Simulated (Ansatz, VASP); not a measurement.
**Rb: VASP beside Ansatz**

Contents of INCAR:

```
ALGO     = Normal         # electronic algorithm
EDIFF    = 1E-6           # SCF threshold, eV
ENCUT    = 520            # plane-wave cutoff, eV
GGA      = PE             # functional
ISIF     = 2              # what is computed and relaxed
ISMEAR   = -1             # smearing method
LASPH    = True           # aspherical terms in the spheres
LCHARG   = False          # write CHGCAR
LREAL    = False          # projectors in reciprocal space
LWAVE    = False          # write WAVECAR
NBANDS   = 16             # bands
NELM     = 60             # most SCF steps
PREC     = Accurate       # precision mode
SIGMA    = 0.1            # smearing width, eV
```

File KPOINTS:

```
k-points
0
Gamma
  6 6 6
```

File POSCAR:

```
Rb
1.0
    0.0000000000      5.2663629940      5.2663629940
    5.2663629940      0.0000000000      5.2663629940
    5.2663629940      5.2663629940      0.0000000000
Rb
2
Direct
    0.1250000000      0.1250000000      0.1250000000
    0.8750000000      0.8750000000      0.8750000000
```

Input for Ansatz:

```yaml
crystal:
  lattice:
    - [0.0, 5.266362994, 5.266362994]
    - [5.266362994, 0.0, 5.266362994]
    - [5.266362994, 5.266362994, 0.0]
  atoms:
    - { symbol: Rb, position: [0.125, 0.125, 0.125] }
    - { symbol: Rb, position: [0.875, 0.875, 0.875] }
hamiltonian:
  xc: pbe
  pseudopotentials:
    kind: paw
    azcp:
      Rb: "pseudopotentials/Rb.paw.azcp"
basis:
  ecutwfc: 420
  fft_grid_basis: typed
kpoints:
  mp_grid: { grid: [6, 6, 6], shift: [0, 0, 0] }
magnetization:
  spin_polarized: false
scf:
  occupations: { method: fermi_dirac, width: 0.1 }
  lower_state_search: "off"
output:
  stress: true
```

Alike in both runs: task single point; functional PBE; k mesh 6 × 6 × 6; occupations fermi-dirac, width 0.1 eV; no spin polarisation.

|  | VASP | Ansatz |
| --- | --- | --- |
| version | VASP 6.6.1 | Ansatz 0.2.0 |
| potentials or method | VASP PAW PBE potentials, release 64 (Rb_sv), cutoff 520 eV | plane waves (420 eV) with PAW, scalar-relativistic |
| valence electrons in the cell | 18 | 18 |

```tsv
	VASP	Ansatz	Ansatz less VASP
pressure (GPa)	0.0	0.0	0.00
```

The functional is the same, so the differences come from potentials, cutoffs and numerics.
